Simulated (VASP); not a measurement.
# TaN (I4/mmm) in VASP: single point with PBEsol

Aim: the single point of TaN with PBEsol.

Program: VASP 6.6.1. These are calculated values, not measurements. Logs are shortened: lines on timing, memory, paths and dates and some standing lists are left out, and cuts for length are marked.

## 1. The cell of the first run

Symmetry: I4/mmm, No. 139, tetragonal system. The conventional cell has a = 3.082 Å, b = 3.082 Å, c = 4.314 Å, α = 90.00°, β = 90.00°, γ = 90.00°. Within 2.9 Å of Ta (site symmetry 4/mmm) lie 6 N at 2.16 to 2.18 Å. Within 2.9 Å of N (site symmetry 4/mmm) lie 6 Ta at 2.16 to 2.18 Å.

## 2. Single point, PBEsol (strain -0.0100 x Voigt [1, 0, 0, 0, 0, 0])

INCAR

```
SYSTEM = TaN
PREC = Accurate
ENCUT = 700
EDIFF = 1E-6
ISMEAR = 0
SIGMA = 0.15
LREAL = .False.
LASPH = .True.
NELM = 120
ALGO = Normal
ISIF = 2
LWAVE = .False.
LCHARG = .False.
GGA = PS
NBANDS = 16
GGA_COMPAT = .False.
```

KPOINTS

```
regular mesh
0
Gamma
  18 18 18
  0 0 0
```

POSCAR

```
TaN
1.0
    0.0000000000      2.1790000000      2.1790000000
    2.1572100000      0.0000000000      2.1790000000
    2.1572100000      2.1790000000      0.0000000000
Ta N
1 1
Direct
    0.5000000000      0.5000000000      0.5000000000
    0.0000000000      0.0000000000      0.0000000000
```

Potentials or basis: VASP PAW PBE potentials, release 64 (Ta_sv_GW, N).

The run is started by

```sh
$ cat potpaw_PBE.64/Ta_sv_GW/POTCAR potpaw_PBE.64/N/POTCAR > POTCAR
$ mpirun -np 1 vasp_std > vasp.out
```

OUTCAR:

```text
SYSTEM = TaN
   PREC = Accurate
   ENCUT = 700
   EDIFF = 1E-6
   ISMEAR = 0
   LREAL = .False.
   LASPH = .True.
   NELM = 120
   ISIF = 2
   GGA = PS

 ion  position               nearest neighbor table
   1  0.500  0.500  0.500-   2 2.16   2 2.16   2 2.18   2 2.18   2 2.18   2 2.18
   2  0.000  0.000  0.000-   1 2.16   1 2.16   1 2.18   1 2.18   1 2.18   1 2.18

  LATTYP: Found a body centered tetragonal cell.
 ALAT       =     3.0815713524
 C/A-ratio  =     1.4000714267

  Lattice vectors:

 A1 = (  -2.1572100000,   0.0000000000,  -2.1790000000)
 A2 = (  -2.1572100000,   0.0000000000,   2.1790000000)
 A3 = (   2.1572100000,   2.1790000000,   0.0000000000)

Analysis of symmetry for initial positions (statically):
=====================================================================
 Subroutine PRICEL returns:
 Original cell was already a primitive cell.

 Routine SETGRP: Setting up the symmetry group for a
 body centered tetragonal supercell.

 Subroutine GETGRP returns: Found 16 space group operations
 (whereof 16 operations were pure point group operations)
 out of a pool of 16 trial point group operations.

The static configuration has the point symmetry D_4h.

Analysis of symmetry for dynamics (positions and initial velocities):
=====================================================================
 Subroutine PRICEL returns:
 Original cell was already a primitive cell.

 Routine SETGRP: Setting up the symmetry group for a
 body centered tetragonal supercell.

 Subroutine GETGRP returns: Found 16 space group operations
 (whereof 16 operations were pure point group operations)
 out of a pool of 16 trial point group operations.

The dynamic configuration has the point symmetry D_4h.

 Subroutine INISYM returns: Found 16 space group operations
 (whereof 16 operations are pure point group operations),
 and found     1 'primitive' translations

----------------------------------------------------------------------------------------

                                     Primitive cell

  volume of cell :      20.4850

  direct lattice vectors                    reciprocal lattice vectors
     0.000000000  2.179000000  2.179000000    -0.231780865  0.229463056  0.229463056
     2.157210000  0.000000000  2.179000000     0.231780865 -0.229463056  0.229463056
     2.157210000  2.179000000  0.000000000     0.231780865  0.229463056 -0.229463056

  length of vectors
     3.081571352  3.066202209  3.066202209     0.398784350  0.398784350  0.398784350

  position of ions in fractional coordinates (direct lattice)
     0.500000000  0.500000000  0.500000000
     0.000000000  0.000000000  0.000000000

  ion indices of the primitive-cell ions
   primitive index   ion index
                 1           1
                 2           2

----------------------------------------------------------------------------------------

 KPOINTS: regular mesh

Automatic generation of k-mesh.
 Grid dimensions read from file:
 generate k-points for:   18   18   18

 Generating k-lattice:

  Cartesian coordinates                     Fractional coordinates (reciprocal lattice)
    -0.012876715  0.012747948  0.012747948     0.055555556  0.000000000  0.000000000
     0.012876715 -0.012747948  0.012747948     0.000000000  0.055555556 -0.000000000
     0.012876715  0.012747948 -0.012747948     0.000000000 -0.000000000  0.055555556

  Length of vectors
     0.022154686  0.022154686  0.022154686

  Shift w.r.t. Gamma in fractional coordinates (k-lattice)
     0.000000000  0.000000000  0.000000000

 Subroutine IBZKPT returns following result:
 ===========================================

 Found    480 irreducible k-points:

 Following reciprocal coordinates:
            Coordinates               Weight
  0.000000  0.000000  0.000000      1.000000
  0.055556  0.000000  0.000000      8.000000
  0.111111  0.000000  0.000000      8.000000
  0.166667  0.000000  0.000000      8.000000
  0.222222  0.000000  0.000000      8.000000
  0.277778  0.000000  0.000000      8.000000
[... 16 lines left out ...]
 -0.277778  0.055556 -0.000000     16.000000
 -0.222222  0.055556 -0.000000     16.000000
 [... further k-points ...]
   k-points           NKPTS =    480   k-points in BZ     NKDIM =    480   number of bands    NBANDS=     16
   number of dos      NEDOS =    301   number of ions     NIONS =      2
   total plane-waves  NPLWV =  21952
   dimension x,y,z NGX =    28 NGY =   28 NGZ =   28
   dimension x,y,z NGXF=    56 NGYF=   56 NGZF=   56
   ions per type =               1   1
   NGX,Y,Z   is equivalent  to a cutoff of  15.11, 15.18, 15.18 a.u.
   NGXF,Y,Z  is equivalent  to a cutoff of  30.21, 30.36, 30.36 a.u.
 SYSTEM =  TaN
   PREC   = accura    normal or accurate (medium, high low for compatibility)
   ISTART =      0    job   : 0-new  1-cont  2-samecut
   ICHARG =      2    charge: 1-file 2-atom 10-const
   ISPIN  =      1    spin polarized calculation?
   LNONCOLLINEAR =      F non collinear calculations
   LSORBIT =      F    spin-orbit coupling
   LASPH  =      T    aspherical Exc in radial PAW
   ENCUT  =  700.0 eV  51.45 Ry    7.17 a.u.   6.65  6.61  6.61*2*pi/ulx,y,z
   NELM   =    120;   NELMIN=  2; NELMDL= -5     # of ELM steps
   EDIFF  = 0.1E-05   stopping-criterion for ELM
   LREAL  =      F    real-space projection
   EDIFFG = 0.1E-04   stopping-criterion for IOM
   NSW    =      0    number of steps for IOM
   IBRION =     -1    ionic relax: 0-MD 1-quasi-New 2-CG
   NFREE  =      0    steps in history (QN), initial steepest desc. (CG)
   ISIF   =      2    stress and relaxation
   ISYM   =      2    0-nonsym 1-usesym 2-fastsym
   POTIM  = 0.5000    time-step for ionic-motion
   TEBEG  =    0.0;   TEEND  =   0.0 temperature during run
   PSTRESS=    0.0 pullay stress
   NELECT =      18.0000    total number of electrons
   NUPDOWN=      -1.0000    fix difference up-down
   EMIN   =  10.00;   EMAX   =-10.00  energy-range for DOS
   EFERMI =   0.00;   METHOD = LEGACY
   ISMEAR =     0;   SIGMA  =   0.15  broadening in eV -4-tet -1-fermi 0-gaus
   EFERMI_NEDOS =   21; number of points for ismear=-14 and -15
   IALGO  =     38    algorithm
   IMIX   =      4    mixing-type and parameters
     AMIX     =   0.40;   BMIX     =  1.00
     AMIX_MAG =   1.60;   BMIX_MAG =  1.00
  volume/ion in A,a.u.               =      10.24        69.12
  Fermi-wavevector in a.u.,A,eV,Ry     =   1.568026  2.963140 33.452737  2.458707
  Thomas-Fermi vector in A             =   2.670119
   LORBIT       =      0    0 simple, 1 ext, 2 COOP (PROOUT), +10 PAW based schemes
   GGA     = PS    functional components
   LHFCALC =     F    Hartree Fock is set to
   AEXX    =    0.0000 exact exchange contribution
   IVDW    =     0    specifies the selected vdW correction
   LEPSILON=     F    determine dielectric tensor
   LRPA    =     F    only Hartree local field effects (RPA)
 non-spin polarized calculation
 Gauss-broadening in eV      SIGMA  =   0.15
  energy-cutoff  :      700.00
  volume of cell :       20.49
 maximum number of plane-waves:       889
   NGX = 13   NGY = 13   NGZ = 13

 number of electron      17.9999999 magnetization

 Free energy of the ion-electron system (eV)
  ---------------------------------------------------
  ext. energy  EPLUGINS =         0.00000000
  ---------------------------------------------------
  free energy    TOTEN  =       -25.75167843 eV

  energy without entropy =      -25.74243493  energy(sigma->0) =      -25.74705668

 E-fermi :  14.2367     XC(G=0): -14.1783

 val. band max:       14.2340541220   @ k =  -0.2222   0.0556   0.0556
 cond. band min:      14.2378796395   @ k =   0.3333   0.1667   0.1111
 fundamental gap:      0.0038255175
 Fermi energy:        14.2367399728

 k-point     1 :       0.0000    0.0000    0.0000
  band No.  band energies     occupation
      1     -55.2125      2.00000
      2     -21.3837      2.00000
      3     -21.3837      2.00000
      4     -21.3805      2.00000
      5      -4.8697      2.00000
      6      10.3088      2.00000
[... 8 lines left out ...]
     15      23.3665      0.00000
     16      38.9003      0.00000

 k-point     2 :       0.0556    0.0000    0.0000
  band No.  band energies     occupation
      1     -55.2105      2.00000
      2     -21.4153      2.00000
      3     -21.3868      2.00000
      4     -21.3842      2.00000
      5      -4.7881      2.00000
      6       9.8897      2.00000
[... 8 lines left out ...]
     15      23.6103      0.00000
     16      37.6967      0.00000

 k-point     3 :       0.1111    0.0000    0.0000
  band No.  band energies     occupation
      1     -55.2046      2.00000
      2     -21.5082      2.00000
      3     -21.3957      2.00000
      4     -21.3918      2.00000
      5      -4.5507      2.00000
      6       8.9832      2.00000
[... 8 lines left out ...]
     15      24.3003      0.00000
     16      35.6574      0.00000

 k-point     4 :       0.1667    0.0000    0.0000
  band No.  band energies     occupation
      1     -55.1956      2.00000
      2     -21.6474      2.00000
      3     -21.4093      2.00000
      4     -21.4034      2.00000
      5      -4.1781      2.00000
      6       7.9377      2.00000
[... 8 lines left out ...]
     15      25.3040      0.00000
     16      33.6948      0.00000
[... 324 lines left out ...]
 k-point    22 :      -0.3333    0.0556    0.0000
  band No.  band energies     occupation
      1     -55.1572      2.00000
      2     -22.1822      2.00000
      3     -21.4951      2.00000
      4     -21.4445      2.00000
      5      -2.4213      2.00000
      6       4.7074      2.00000
[... 8 lines left out ...]
     15      26.4738      0.00000
     16      28.4446      0.00000

 k-point    23 :      -0.2778    0.0556   -0.0000
  band No.  band energies     occupation
      1     -55.1676      2.00000
      2     -22.0387      2.00000
      3     -21.4814      2.00000
      4     -21.4280      2.00000
      5      -2.9480      2.00000
      6       5.5131      2.00000
[... 8 lines left out ...]
     15      26.8419      0.00000
     16      29.6918      0.00000

 k-point    24 :      -0.2222    0.0556   -0.0000
  band No.  band energies     occupation
      1     -55.1792      2.00000
      2     -21.8750      2.00000
      3     -21.4636      2.00000
      4     -21.4118      2.00000
      5      -3.4822      2.00000
      6       6.4302      2.00000
[... 8 lines left out ...]
     15      26.7160      0.00000
     16      30.8696      0.00000

 [... further k-points ...]

------------------------ aborting loop because EDIFF is reached ----------------------------------------

  FORCE on cell =-STRESS in cart. coord.  units (eV):
  Direction    XX          YY          ZZ          XY          YZ          ZX
  --------------------------------------------------------------------------------------
  -------------------------------------------------------------------------------------
  Total        1.6977566      0.7771064      0.7771064     -0.0000000      0.0000000      0.0000000
  in kB      132.7850316     60.7790869     60.7790869     -0.0000000      0.0000000      0.0000000
  external PRESSURE =      84.7810684 kB  Pullay stress =       0.0000000 kB

 VOLUME and BASIS-vectors are now :
 -----------------------------------------------------------------------------
  energy-cutoff  :      700.00
  volume of cell :       20.49
      direct lattice vectors                 reciprocal lattice vectors
     0.000000000  2.179000000  2.179000000    -0.231780865  0.229463056  0.229463056
     2.157210000  0.000000000  2.179000000     0.231780865 -0.229463056  0.229463056
     2.157210000  2.179000000  0.000000000     0.231780865  0.229463056 -0.229463056

 POSITION                                       TOTAL-FORCE (eV/Angst)
 -----------------------------------------------------------------------------------
      2.15721      2.17900      2.17900         0.000000      0.000000      0.000000
      0.00000      0.00000      0.00000         0.000000     -0.000000     -0.000000
 -----------------------------------------------------------------------------------
    total drift:                                0.000000      0.000000      0.000000

  FREE ENERGIE OF THE ION-ELECTRON SYSTEM (eV)
  ---------------------------------------------------
  free  energy   TOTEN  =       -25.7516784312 eV

  energy  without entropy=      -25.7424349286  energy(sigma->0) =      -25.74705668
```

It took 2.9 min on 1 thread of AMD EPYC 7R13 (Zen 3), shared host; peak memory 0.36 GiB.

What came out:

```yaml
Free_energy: -25.7517 eV
Pressure: 8.5 GPa
Band_gap_on_the_k_mesh: zero (bands 9 and 10 overlap by 4.26 eV)
```

Caveat: the cell differs from its parent crystal (strain -0.0100 x Voigt [1, 0, 0, 0, 0, 0]); the stress differs along the axes, from 6 to 13 GPa; the PAW data sets were made with another functional, which shifts forces and pressure a little; spin-orbit coupling is left out, which moves the levels of the heavy elements.
